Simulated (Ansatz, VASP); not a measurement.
## Two plane-wave programs on C

```
C
1.0
     8.09573    0.00000    0.00000
    -4.04786    7.01111    0.00000
     0.00000    0.00000    2.46803
C
12
Direct
  0.89743 0.70466 0.75000
  0.80722 0.70466 0.25000
  0.19278 0.89743 0.25000
  0.80722 0.10257 0.75000
  0.10257 0.80722 0.75000
  0.70466 0.80722 0.25000
  0.29534 0.10257 0.25000
  0.19278 0.29534 0.75000
  0.10257 0.29534 0.25000
  0.70466 0.89743 0.75000
  0.89743 0.19278 0.25000
  0.29534 0.19278 0.75000
```

Alike in both runs: functional PBE; k mesh 6 × 6 × 16; occupations gaussian, width 0.1 eV; no spin polarisation.

Ansatz relaxed the structure, and its values are those at the end. VASP's run is a single point on that final structure, the one shown.

|  | VASP | Ansatz |
| --- | --- | --- |
| version | VASP 6.6.1 | Ansatz 0.2.0 |
| potentials or method | VASP PAW PBE potentials, release 64 (C), cutoff 520 eV | scalar-relativistic, plane waves, PAW |
| valence electrons in the cell | 48 | 48 |

```tsv
	VASP	Ansatz	Ansatz less VASP
gap on the k mesh at the Fermi level (eV)	0.23	0.23	0.000
least direct gap on the mesh (eV)	0.29	0.29	0.000
pressure (GPa)	0.4	0.0	-0.38
rms of the force components (eV/Å)	0.015	0.000	-0.0144
```

The functional is the same, so the differences come from potentials, cutoffs and numerics.
